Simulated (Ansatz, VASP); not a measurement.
## Re: VASP beside Ansatz

Contents of INCAR:

```
SYSTEM = Re
  ALGO = Fast
  EDIFF = 1E-6
  ENCUT = 520
  GGA = PS
  ISIF = 2
  ISMEAR = 0
  LASPH = .TRUE.
  LCHARG = .FALSE.
  LREAL = .FALSE.
  LWAVE = .FALSE.
  NBANDS = 14
  NELM = 80
  PREC = Accurate
  SIGMA = 0.15
```

KPOINTS

```
k-points
0
G
  18 18 10
  0 0 0
```

The input POSCAR:

```
Re
1.0
    2.7045000000      0.0000000000      0.0000000000
   -1.3522500000      2.3421657045      0.0000000000
    0.0000000000      0.0000000000      4.9765000000
Re
2
Direct
    0.3333333333      0.6666666667      0.2500000000
    0.6666666667      0.3333333333      0.7500000000
```

Input for Ansatz:

```yaml
crystal:
  lattice:
    - [2.7045, 0.0, 0.0]
    - [-1.35225, 2.3421657045, 0.0]
    - [0.0, 0.0, 4.9765]
  atoms:
    - { symbol: Re, position: [0.3333333333, 0.6666666667, 0.25] }
    - { symbol: Re, position: [0.6666666667, 0.3333333333, 0.75] }
basis:
  ecutwfc: 420
kpoints:
  mp_grid: { grid: [18, 18, 10] }
hamiltonian:
  xc: pbesol
scf:
  occupations: { method: gaussian, width: 0.15 }
output:
  forces: true
  stress: true
  eigenvalues: true
```

Alike in both runs: task single point; functional PBEsol; k mesh 18 × 18 × 10; occupations gaussian, width 0.15 eV; no spin polarisation.

|  | VASP | Ansatz |
| --- | --- | --- |
| version | VASP 6.6.1 | Ansatz 0.2.0 |
| potentials or method | VASP PAW PBE potentials, release 64 (Re), cutoff 520 eV | scalar-relativistic, plane waves, PAW |
| valence electrons in the cell | 14 | 30 |

|  | VASP | Ansatz | Ansatz less VASP |
| --- | --- | --- | --- |
| gap on the k mesh at the Fermi level (eV) | none | none | - |
| pressure (GPa) | -20.5 | -20.0 | +0.51 |
| traceless stress, the component that is largest in VASP (GPa) | -31.25 | -31.50 | -0.250 |

VASP's potentials were made for PBE, not for PBEsol. A gap of «none» marks a metal or a gap that the smearing closes. VASP's potentials hold 14 valence electrons a cell and Ansatz's 30, so a difference there can come from the potentials and not from the codes.

Neither program's run includes spin-orbit coupling.
